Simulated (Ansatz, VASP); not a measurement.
# Re: VASP beside Ansatz

```xyz
3
Lattice="4.3847 0.0000 0.0000 -2.1923 3.7972 0.0000 0.0000 0.0000 2.7361" Properties=species:S:1:pos:R:3 pbc="T T T"
Re    0.0000    0.0000    0.0000
Re    0.0000    2.5315    1.3680
Re    2.1923    1.2657    1.3680
```

Alike in both runs: functional PBE; k mesh 6 × 6 × 6; occupations gaussian, width 0.1 eV; no spin polarisation.

Ansatz relaxed the structure, and its values are those at the end. VASP's run is a single point on that final structure, the one shown.

|  | VASP | Ansatz |
| --- | --- | --- |
| version | VASP 6.6.1 | Ansatz 0.2.0 |
| potentials or method | VASP PAW PBE potentials, release 64 (Re_sv_GW), cutoff 560 eV | scalar-relativistic, plane waves, PAW |
| valence electrons in the cell | 45 | 45 |

```tsv
	VASP	Ansatz	Ansatz less VASP
gap on the k mesh at the Fermi level (eV)	none	none	-
pressure (GPa)	-1.5	0.0	+1.50
```

A gap of «none» marks a metal or a gap that the smearing closes. With one functional, cell and mesh, what is left measures potentials, basis and numerics.

The k mesh is coarse, so the values compare programs but aren't converged. Neither program's run includes spin-orbit coupling.
